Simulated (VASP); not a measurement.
Here is a VASP 6.6.1 calculation.

File INCAR:

```
PREC = Accurate
ENCUT = 520
EDIFF = 1E-6
ISMEAR = 0
SIGMA = 0.05
LREAL = False
LASPH = True
NELM = 60
ALGO = Normal
ISIF = 2
LWAVE = False
LCHARG = False
GGA = PS
IVDW = 12
NBANDS = 35
```

KPOINTS

```
Automatic mesh
0
Gamma
  12 12 4
```

The input POSCAR:

```
WS2
1.0
    3.1147273971      0.0000000000      0.0000000000
   -1.5573636985      2.6974330517     -0.0404614958
    0.0000000000     -0.1765837001     11.7722466704
W S
2 4
Direct
    0.3333333333      0.6666666667      0.2500000000
    0.6666666667      0.3333333333      0.7500000000
    0.3333333333      0.6666666667      0.6164531912
    0.6666666667      0.3333333333      0.1164531912
    0.3333333333      0.6666666667      0.8835468088
    0.6666666667      0.3333333333      0.3835468088
```

Potentials or basis: VASP PAW PBE potentials, release 64 (W_sv, S).

Run with:

```console
$ cat potpaw_PBE.64/W_sv/POTCAR potpaw_PBE.64/S/POTCAR > POTCAR
$ mpirun -np 1 vasp_std > vasp.out
```

Q: Predict the dispersion energy per atom.

A: -0.416 eV.

Q: What does it give for the largest force?

A: 0.496 eV/Å.

Stress tensor (GPa, compression positive):
```
0.25 0.00 0.00
0.00 0.39 5.46
0.00 5.46 0.47
```

Caveat: the cell differs from its parent crystal (strain -0.0300 x Voigt [0, 0, 0, 1, 0, 0]); the PAW data sets were made with another functional, which shifts forces and pressure a little.
